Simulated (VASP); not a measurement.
# Rh (Fd-3m) in VASP: notebook

Rh is run at these levels: PBE; tasks: single point.

Everything below comes from runs of VASP 6.6.1. Logs are shortened: lines on timing, memory, paths and dates and some standing lists are left out, and cuts for length are marked.

**1. The cell of the first run**

Symmetry: Fd-3m, No. 227, cubic system. Conventional cell: a = 5.366 Å, b = 5.366 Å, c = 5.366 Å, α = 90.00°, β = 90.00°, γ = 90.00°. Within 3.1 Å of Rh (site symmetry -43m) lie 4 Rh at 2.32 Å.

**2. Single point, PBE (volume scaled by 0.92)**

Input file INCAR:

```
PREC = Accurate
ENCUT = 520
EDIFF = 1E-6
ISMEAR = -1
SIGMA = 0.1
LREAL = F
LASPH = T
NELM = 80
ALGO = Normal
ISIF = 2
LWAVE = F
LCHARG = F
GGA = PE
NBANDS = 22
```

Input file KPOINTS:

```
regular mesh
0
Gamma
  11 11 11
```

Input file POSCAR:

```
Rh
1.0
    0.0000000000      2.6829655175      2.6829655175
    2.6829655175      0.0000000000      2.6829655175
    2.6829655175      2.6829655175      0.0000000000
Rh
2
Direct
    0.1250000000      0.1250000000      0.1250000000
    0.8750000000      0.8750000000      0.8750000000
```

Potentials or basis: VASP PAW PBE potentials, release 64 (Rh_pv).

On the command line:

```sh
$ cat potpaw_PBE.64/Rh_pv/POTCAR > POTCAR
$ mpirun -np 1 vasp_std > vasp.out
```

OUTCAR:

```text
PREC = Accurate
   ENCUT = 520
   EDIFF = 1E-6
   ISMEAR = -1
   LREAL = F
   LASPH = T
   NELM = 80
   ISIF = 2
   GGA = PE

 ion  position               nearest neighbor table
   1  0.125  0.125  0.125-   2 2.32   2 2.32   2 2.32   2 2.32
   2  0.875  0.875  0.875-   1 2.32   1 2.32   1 2.32   1 2.32

  LATTYP: Found a face centered cubic cell.
 ALAT       =     5.3659310350

  Lattice vectors:

 A1 = (   0.0000000000,   2.6829655175,   2.6829655175)
 A2 = (   2.6829655175,   0.0000000000,   2.6829655175)
 A3 = (   2.6829655175,   2.6829655175,   0.0000000000)

Analysis of symmetry for initial positions (statically):
=====================================================================
 Subroutine PRICEL returns:
 Original cell was already a primitive cell.

 Routine SETGRP: Setting up the symmetry group for a
 face centered cubic supercell.

 Subroutine GETGRP returns: Found 48 space group operations
 (whereof 12 operations were pure point group operations)
 out of a pool of 48 trial point group operations.

The static configuration has the point symmetry D_3d.
 The point group associated with its full space group is O_h .

Analysis of symmetry for dynamics (positions and initial velocities):
=====================================================================
 Subroutine PRICEL returns:
 Original cell was already a primitive cell.

 Routine SETGRP: Setting up the symmetry group for a
 face centered cubic supercell.

 Subroutine GETGRP returns: Found 48 space group operations
 (whereof 12 operations were pure point group operations)
 out of a pool of 48 trial point group operations.

The dynamic configuration has the point symmetry D_3d.
 The point group associated with its full space group is O_h .

 Subroutine INISYM returns: Found 48 space group operations
 (whereof 12 operations are pure point group operations),
 and found     1 'primitive' translations

----------------------------------------------------------------------------------------

                                     Primitive cell

  volume of cell :      38.6256

  direct lattice vectors                    reciprocal lattice vectors
     0.000000000  2.682965518  2.682965518    -0.186360949  0.186360949  0.186360949
     2.682965518  0.000000000  2.682965518     0.186360949 -0.186360949  0.186360949
     2.682965518  2.682965518  0.000000000     0.186360949  0.186360949 -0.186360949

  length of vectors
     3.794286222  3.794286222  3.794286222     0.322786632  0.322786632  0.322786632

  position of ions in fractional coordinates (direct lattice)
     0.125000000  0.125000000  0.125000000
     0.875000000  0.875000000  0.875000000

  ion indices of the primitive-cell ions
   primitive index   ion index
                 1           1
                 2           2

----------------------------------------------------------------------------------------

 KPOINTS: regular mesh

Automatic generation of k-mesh.
 Grid dimensions read from file:
 generate k-points for:   11   11   11

 Generating k-lattice:

  Cartesian coordinates                     Fractional coordinates (reciprocal lattice)
    -0.016941904  0.016941904  0.016941904     0.090909091  0.000000000  0.000000000
     0.016941904 -0.016941904  0.016941904     0.000000000  0.090909091  0.000000000
     0.016941904  0.016941904 -0.016941904     0.000000000  0.000000000  0.090909091

  Length of vectors
     0.029344239  0.029344239  0.029344239

  Shift w.r.t. Gamma in fractional coordinates (k-lattice)
     0.000000000  0.000000000  0.000000000

 Subroutine IBZKPT returns following result:
 ===========================================

 Found     56 irreducible k-points:

 Following reciprocal coordinates:
            Coordinates               Weight
  0.000000  0.000000  0.000000      1.000000
  0.090909  0.000000  0.000000      8.000000
  0.181818  0.000000  0.000000      8.000000
  0.272727  0.000000  0.000000      8.000000
  0.363636  0.000000  0.000000      8.000000
  0.454545  0.000000  0.000000      8.000000
[... 16 lines left out ...]
 -0.272727  0.181818  0.000000     24.000000
 -0.181818  0.181818  0.000000     12.000000
 [... further k-points ...]
   k-points           NKPTS =     56   k-points in BZ     NKDIM =     56   number of bands    NBANDS=     22
   number of dos      NEDOS =    301   number of ions     NIONS =      2
   total plane-waves  NPLWV =  21952
   dimension x,y,z NGX =    28 NGY =   28 NGZ =   28
   dimension x,y,z NGXF=    56 NGYF=   56 NGZF=   56
   ions per type =               2
   NGX,Y,Z   is equivalent  to a cutoff of  12.27, 12.27, 12.27 a.u.
   NGXF,Y,Z  is equivalent  to a cutoff of  24.54, 24.54, 24.54 a.u.
 SYSTEM =  unknown system
   PREC   = accura    normal or accurate (medium, high low for compatibility)
   ISTART =      0    job   : 0-new  1-cont  2-samecut
   ICHARG =      2    charge: 1-file 2-atom 10-const
   ISPIN  =      1    spin polarized calculation?
   LNONCOLLINEAR =      F non collinear calculations
   LSORBIT =      F    spin-orbit coupling
   LASPH  =      T    aspherical Exc in radial PAW
   ENCUT  =  520.0 eV  38.22 Ry    6.18 a.u.   7.05  7.05  7.05*2*pi/ulx,y,z
   NELM   =     80;   NELMIN=  2; NELMDL= -5     # of ELM steps
   EDIFF  = 0.1E-05   stopping-criterion for ELM
   LREAL  =      F    real-space projection
   EDIFFG = 0.1E-04   stopping-criterion for IOM
   NSW    =      0    number of steps for IOM
   IBRION =     -1    ionic relax: 0-MD 1-quasi-New 2-CG
   NFREE  =      0    steps in history (QN), initial steepest desc. (CG)
   ISIF   =      2    stress and relaxation
   ISYM   =      2    0-nonsym 1-usesym 2-fastsym
   POTIM  = 0.5000    time-step for ionic-motion
   TEBEG  =    0.0;   TEEND  =   0.0 temperature during run
   PSTRESS=    0.0 pullay stress
   NELECT =      30.0000    total number of electrons
   NUPDOWN=      -1.0000    fix difference up-down
   EMIN   =  10.00;   EMAX   =-10.00  energy-range for DOS
   EFERMI =   0.00;   METHOD = LEGACY
   ISMEAR =    -1;   SIGMA  =   0.10  broadening in eV -4-tet -1-fermi 0-gaus
   EFERMI_NEDOS =   21; number of points for ismear=-14 and -15
   IALGO  =     38    algorithm
   IMIX   =      4    mixing-type and parameters
     AMIX     =   0.40;   BMIX     =  1.00
     AMIX_MAG =   1.60;   BMIX_MAG =  1.00
  volume/ion in A,a.u.               =      19.31       130.33
  Fermi-wavevector in a.u.,A,eV,Ry     =   1.504839  2.843734 30.810960  2.264542
  Thomas-Fermi vector in A             =   2.615767
   LORBIT       =      0    0 simple, 1 ext, 2 COOP (PROOUT), +10 PAW based schemes
   GGA     = PE    functional components
   LHFCALC =     F    Hartree Fock is set to
   AEXX    =    0.0000 exact exchange contribution
   IVDW    =     0    specifies the selected vdW correction
   LEPSILON=     F    determine dielectric tensor
   LRPA    =     F    only Hartree local field effects (RPA)
 non-spin polarized calculation
  energy-cutoff  :      520.00
  volume of cell :       38.63
 maximum number of plane-waves:      1049
   NGX = 15   NGY = 15   NGZ = 15

 number of electron      30.0000005 magnetization

 Free energy of the ion-electron system (eV)
  ---------------------------------------------------
  ext. energy  EPLUGINS =         0.00000000
  ---------------------------------------------------
  free energy    TOTEN  =       -12.22479343 eV

  energy without entropy =      -12.13130771  energy(sigma->0) =      -12.17805057

 E-fermi :   7.4111     XC(G=0): -11.5726

 val. band max:        7.4107340140   @ k =   0.2727   0.1818   0.0909
 cond. band min:       7.4139680575   @ k =  -0.2727   0.2727   0.0000
 fundamental gap:      0.0032340436
 Fermi energy:         7.4110883069

 k-point     1 :       0.0000    0.0000    0.0000
  band No.  band energies     occupation
      1     -40.0047      2.00000
      2     -40.0047      2.00000
      3     -40.0047      2.00000
      4     -39.2365      2.00000
      5     -39.2365      2.00000
      6     -39.2365      2.00000
[... 14 lines left out ...]
     21      20.5139      0.00000
     22      20.8249      0.00000

 k-point     2 :       0.0909    0.0000    0.0000
  band No.  band energies     occupation
      1     -40.0118      2.00000
      2     -40.0118      2.00000
      3     -40.0029      2.00000
      4     -39.2389      2.00000
      5     -39.2291      2.00000
      6     -39.2291      2.00000
[... 14 lines left out ...]
     21      20.0792      0.00000
     22      21.3282      0.00000

 k-point     3 :       0.1818    0.0000    0.0000
  band No.  band energies     occupation
      1     -40.0302      2.00000
      2     -40.0302      2.00000
      3     -39.9984      2.00000
      4     -39.2453      2.00000
      5     -39.2100      2.00000
      6     -39.2100      2.00000
[... 14 lines left out ...]
     21      19.2631      0.00000
     22      21.7163      0.00000

 k-point     4 :       0.2727    0.0000    0.0000
  band No.  band energies     occupation
      1     -40.0531      2.00000
      2     -40.0531      2.00000
      3     -39.9927      2.00000
      4     -39.2533      2.00000
      5     -39.1860      2.00000
      6     -39.1860      2.00000
[... 14 lines left out ...]
     21      18.4440      0.00000
     22      21.6234      0.00000

 k-point     5 :       0.3636    0.0000    0.0000
  band No.  band energies     occupation
      1     -40.0731      2.00000
      2     -40.0731      2.00000
      3     -39.9876      2.00000
      4     -39.2605      2.00000
      5     -39.1652      2.00000
      6     -39.1652      2.00000
[... 14 lines left out ...]
     21      18.0559      0.00000
     22      21.5253      0.00000

 k-point     6 :       0.4545    0.0000    0.0000
  band No.  band energies     occupation
      1     -40.0846      2.00000
      2     -40.0846      2.00000
      3     -39.9847      2.00000
      4     -39.2646      2.00000
      5     -39.1532      2.00000
      6     -39.1532      2.00000
[... 14 lines left out ...]
     21      17.9032      0.00000
     22      21.4673      0.00000

 k-point     7 :       0.0909    0.0909    0.0000
  band No.  band energies     occupation
      1     -40.0202      2.00000
      2     -40.0202      2.00000
      3     -39.9896      2.00000
      4     -39.2529      2.00000
      5     -39.2205      2.00000
      6     -39.2205      2.00000
[... 324 lines left out ...]
      6     -39.1043      2.00000
[... 14 lines left out ...]
     21      18.1388      0.00000
     22      22.6863      0.00000

 k-point    21 :      -0.4545    0.1818    0.0000
  band No.  band energies     occupation
      1     -40.1503      2.00000
      2     -40.1091      2.00000
      3     -39.8679      2.00000
      4     -39.3797      2.00000
      5     -39.1277      2.00000
      6     -39.0903      2.00000
[... 14 lines left out ...]
     21      18.1688      0.00000
     22      23.0017      0.00000

 k-point    22 :      -0.3636    0.1818    0.0000
  band No.  band energies     occupation
      1     -40.1501      2.00000
      2     -40.0960      2.00000
      3     -39.8812      2.00000
      4     -39.3657      2.00000
      5     -39.1413      2.00000
      6     -39.0906      2.00000
[... 14 lines left out ...]
     21      18.2820      0.00000
     22      22.7042      0.00000

 k-point    23 :      -0.2727    0.1818    0.0000
  band No.  band energies     occupation
      1     -40.1338      2.00000
      2     -40.0750      2.00000
      3     -39.9094      2.00000
      4     -39.3368      2.00000
      5     -39.1631      2.00000
      6     -39.1066      2.00000
[... 14 lines left out ...]
     21      18.4746      0.00000
     22      22.1663      0.00000

 k-point    24 :      -0.1818    0.1818    0.0000
  band No.  band energies     occupation
      1     -40.1033      2.00000
      2     -40.0523      2.00000
      3     -39.9443      2.00000
      4     -39.3010      2.00000
      5     -39.1868      2.00000
      6     -39.1368      2.00000
[... 14 lines left out ...]
     21      19.0331      0.00000
     22      21.5766      0.00000

 [... further k-points ...]
[... 5 lines left out ...]
  --------------------------------------------------------------------------------------
  -------------------------------------------------------------------------------------
  Total        3.1959693      3.1959693      3.1959693      0.0000000      0.0000000     -0.0000000
  in kB      132.5677586    132.5677586    132.5677586      0.0000000      0.0000000     -0.0000000
  external PRESSURE =     132.5677586 kB  Pullay stress =       0.0000000 kB

 VOLUME and BASIS-vectors are now :
 -----------------------------------------------------------------------------
  energy-cutoff  :      520.00
  volume of cell :       38.63
      direct lattice vectors                 reciprocal lattice vectors
     0.000000000  2.682965518  2.682965518    -0.186360949  0.186360949  0.186360949
     2.682965518  0.000000000  2.682965518     0.186360949 -0.186360949  0.186360949
     2.682965518  2.682965518  0.000000000     0.186360949  0.186360949 -0.186360949

 POSITION                                       TOTAL-FORCE (eV/Angst)
 -----------------------------------------------------------------------------------
      0.67074      0.67074      0.67074         0.000000      0.000000      0.000000
      4.69519      4.69519      4.69519        -0.000000     -0.000000     -0.000000
 -----------------------------------------------------------------------------------
    total drift:                                0.000000     -0.000000     -0.000000

  FREE ENERGIE OF THE ION-ELECTRON SYSTEM (eV)
  ---------------------------------------------------
  free  energy   TOTEN  =       -12.2247934299 eV

  energy  without entropy=      -12.1313077138  energy(sigma->0) =      -12.17805057
```

Wall time 23 s (1 thread of Intel Xeon Platinum 8488C (Sapphire Rapids), shared host); peak memory 0.18 GiB.

What came out:

* Free energy: -12.2248 eV
* Pressure: 13.3 GPa
* Band gap on the k mesh: zero (band 15 reaches 8.11 eV, above the bottom of band 16 at 6.84 eV)

**3. Single point, PBE (volume scaled by 0.96)**

Input file INCAR:

```
SYSTEM = Rh
ALGO = Normal ; EDIFF = 1E-7
ENCUT = 520 ; GGA = PE
ISIF = 2 ; ISMEAR = -1
LASPH = .TRUE. ; LCHARG = .FALSE.
LREAL = .FALSE. ; LWAVE = .FALSE.
NBANDS = 22 ; NELM = 60
PREC = Accurate ; SIGMA = 0.1
```

Input file KPOINTS:

```
k-points
0
G
  11 11 11
  0 0 0
```

Input file POSCAR:

```
Rh
1.0
    0.0000000000      2.7212987753      2.7212987753
    2.7212987753      0.0000000000      2.7212987753
    2.7212987753      2.7212987753      0.0000000000
Rh
2
Direct
    0.1250000000      0.1250000000      0.1250000000
    0.8750000000      0.8750000000      0.8750000000
```

Potentials or basis: VASP PAW PBE potentials, release 64 (Rh_pv).

On the command line:

```sh
$ cat potpaw_PBE.64/Rh_pv/POTCAR > POTCAR
$ mpirun -np 1 vasp_std > vasp.out
```

OUTCAR:

```text
SYSTEM = Rh
   EDIFF = 1E-7
   ENCUT = 520
   GGA = PE
   ISIF = 2
   ISMEAR = -1
   LASPH = .TRUE.
   LREAL = .FALSE.
   NELM = 60
   PREC = Accurate

 ion  position               nearest neighbor table
   1  0.125  0.125  0.125-   2 2.36   2 2.36   2 2.36   2 2.36
   2  0.875  0.875  0.875-   1 2.36   1 2.36   1 2.36   1 2.36

  LATTYP: Found a face centered cubic cell.
 ALAT       =     5.4425975506

  Lattice vectors:

 A1 = (   0.0000000000,   2.7212987753,   2.7212987753)
 A2 = (   2.7212987753,   0.0000000000,   2.7212987753)
 A3 = (   2.7212987753,   2.7212987753,   0.0000000000)

Analysis of symmetry for initial positions (statically):
=====================================================================
 Subroutine PRICEL returns:
 Original cell was already a primitive cell.

 Routine SETGRP: Setting up the symmetry group for a
 face centered cubic supercell.

 Subroutine GETGRP returns: Found 48 space group operations
 (whereof 12 operations were pure point group operations)
 out of a pool of 48 trial point group operations.

The static configuration has the point symmetry D_3d.
 The point group associated with its full space group is O_h .

[... 153 lines left out ...]
 Free energy of the ion-electron system (eV)
  ---------------------------------------------------
  ext. energy  EPLUGINS =         0.00000000
  ---------------------------------------------------
  free energy    TOTEN  =       -12.32414601 eV

  energy without entropy =      -12.22325299  energy(sigma->0) =      -12.27369950

 E-fermi :   6.8383     XC(G=0): -11.3300

 val. band max:        6.8355675531   @ k =  -0.2727   0.0909   0.0000
 cond. band min:       6.8390144351   @ k =   0.4545   0.0909   0.0000
 fundamental gap:      0.0034468821
 Fermi energy:         6.8382657613

 k-point     1 :       0.0000    0.0000    0.0000
  band No.  band energies     occupation
      1     -40.4014      2.00000
      2     -40.4014      2.00000
      3     -40.4014      2.00000
      4     -39.7210      2.00000
      5     -39.7210      2.00000
      6     -39.7210      2.00000
[... 589 lines left out ...]
     21      18.0883      0.00000
     22      20.8060      0.00000

 [... further k-points ...]
[... 5 lines left out ...]
  --------------------------------------------------------------------------------------
  -------------------------------------------------------------------------------------
  Total        1.4735577      1.4735577      1.4735577     -0.0000000     -0.0000000      0.0000000
  in kB       58.5759110     58.5759110     58.5759110     -0.0000000     -0.0000000      0.0000000
  external PRESSURE =      58.5759110 kB  Pullay stress =       0.0000000 kB

 VOLUME and BASIS-vectors are now :
 -----------------------------------------------------------------------------
  energy-cutoff  :      520.00
  volume of cell :       40.30
      direct lattice vectors                 reciprocal lattice vectors
     0.000000000  2.721298775  2.721298775    -0.183735797  0.183735797  0.183735797
     2.721298775  0.000000000  2.721298775     0.183735797 -0.183735797  0.183735797
     2.721298775  2.721298775  0.000000000     0.183735797  0.183735797 -0.183735797

 POSITION                                       TOTAL-FORCE (eV/Angst)
 -----------------------------------------------------------------------------------
      0.68032      0.68032      0.68032         0.000000      0.000000      0.000000
      4.76227      4.76227      4.76227        -0.000000     -0.000000     -0.000000
 -----------------------------------------------------------------------------------
    total drift:                               -0.000000      0.000000      0.000000

  FREE ENERGIE OF THE ION-ELECTRON SYSTEM (eV)
  ---------------------------------------------------
  free  energy   TOTEN  =       -12.3241460062 eV

  energy  without entropy=      -12.2232529882  energy(sigma->0) =      -12.27369950
```

Wall time 35 s (1 thread of Intel Xeon Platinum 8488C (Sapphire Rapids), shared host); peak memory 0.18 GiB.

What came out:

| Item | Value |
| --- | --- |
| Free energy | -12.3241 eV |
| Pressure | 5.9 GPa |
| Band gap on the k mesh | zero (band 15 reaches 7.48 eV, above the bottom of band 16 at 6.29 eV) |

Levels at points of the mesh, in eV from the Fermi level:
| k point | band 12 | band 13 | band 14 | band 15 | band 16 | band 17 | band 18 | band 19 |
| --- | --- | --- | --- | --- | --- | --- | --- | --- |
| (0.00, 0.00, 0.00) | -4.06 | -1.49 | -1.49 | -1.49 | 0.41 | 0.41 | 12.65 | 12.91 |
